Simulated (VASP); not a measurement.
**Cd: single point with PBE**

Crystal: Cd.

```
CELL_PARAMETERS angstrom
1.52469 -2.64084 0.00000
1.52469 2.64084 0.00000
0.00000 0.00000 5.64623
ATOMIC_POSITIONS crystal
Cd 0.66667 0.33333 0.25000
Cd 0.33333 0.66667 0.75000
```

```json
{"Program": "VASP 6.6.1", "Task": "single point", "Functional": "PBE", "Potentials or basis": "VASP PAW PBE potentials, release 64 (Cd)", "Cutoff": "520 eV", "k mesh": "14 × 14 × 7", "Occupations": "fermi-dirac, width 0.1 eV", "Spin": "no spin polarisation"}
```

```
Pressure               : 0.4 GPa
Band gap on the k mesh : zero (bands 12 and 13 overlap by 3.91 eV)
```

Levels at points of the mesh, in eV from the Fermi level:
```csv
k point,band 9,band 10,band 11,band 12,band 13,band 14,band 15,band 16
"(0.00, 0.00, 0.00)",-8.54,-8.45,-8.45,-2.88,-2.76,10.71,14.00,14.00
"(0.50, 0.00, 0.00)",-8.23,-8.21,-2.27,-1.93,1.97,2.96,2.97,5.12
```

Wall time 23 s on 1 thread of AMD EPYC 9R45 96-Core Processor (Zen 5), on a shared host, peak memory 0.17 GiB.
